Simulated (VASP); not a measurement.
Here is a VASP 6.6.1 calculation.

File INCAR:

```
ALGO     = Normal         # electronic algorithm
EDIFF    = 1E-6           # SCF threshold, eV
ENCUT    = 520            # plane-wave cutoff, eV
GGA      = PS             # functional
ISIF     = 2              # what is computed and relaxed
ISMEAR   = -1             # smearing method
LASPH    = T              # aspherical terms in the spheres
LCHARG   = T              # write CHGCAR
LELF     = T              # ELF
LREAL    = Auto         
LVHAR    = T            
LWAVE    = F              # write WAVECAR
NBANDS   = 174            # bands
NELM     = 60             # most SCF steps
PREC     = Accurate       # precision mode
SIGMA    = 0.1            # smearing width, eV
```

Contents of KPOINTS:

```
k-points
0
Gamma
  2 2 3
```

The input POSCAR:

```
Nb7Sn16
1.0
    0.0000005700     11.2354140000     -0.0000003000
   -0.0000001400     -2.8088532500      9.5127110700
    4.9038181400      2.8088532500     -0.0000000700
Sn Nb
16 7
Direct
    0.2190767767      0.8254389318     -0.0166201125
    0.2930518268      0.1617065920     -0.0037259017
    0.4166696671      0.6696302568      0.4540443370
    0.3338245204      0.3310332997      0.4910357169
    0.4139977859     -0.0036086299      0.3197530412
    0.0799585178     -0.0019627348      0.6769263989
    0.2054580774      0.5101678204      0.1637048788
    0.0415442726      0.5005787557      0.8305952485
    0.7095720256      0.8370712783      0.0381265592
    0.7931465719      0.1683892453      0.0050702475
    0.9000162611      0.6713174888      0.5326049022
    0.8358634605      0.3398272335      0.4970287440
    0.9178799155     -0.0083361830      0.3435601459
    0.5929867766      0.0091935120      0.6496420896
    0.7059662886      0.5039795900      0.1887279752
    0.5291831133      0.4938177124      0.8596070750
    0.0662951703      0.2551680590     -0.0005002229
    0.0603892599      0.2448786719      0.4993859743
    0.1841717050      0.7556963559      0.4995201557
    0.5638120589      0.2514759622      0.0022561428
    0.9328518825      0.7450709087      0.0204904770
    0.5623602352      0.2482485998      0.4995682230
    0.6430466422      0.7503376463      0.5921534314
```

Potentials or basis: VASP PAW PBE potentials, release 64 (Sn_d, Nb_sv).

Launch:

```console
$ cat potpaw_PBE.64/Sn_d/POTCAR potpaw_PBE.64/Nb_sv/POTCAR > POTCAR
$ mpirun -np 1 vasp_std > vasp.out
```

(1) What does it give for the band gap on the k mesh?

(2) Predict the largest force.

Results:

(1) zero (an odd number of electrons rules out a gap without spin polarisation).

(2) 1.976 eV/Å.

Caveat: the k points lie up to 0.40 Å⁻¹ apart, too coarse for converged energies and pressures of a metal; the PAW data sets were made with another functional, which shifts forces and pressure a little; spin-orbit coupling is left out, which moves the levels of the heavy elements.
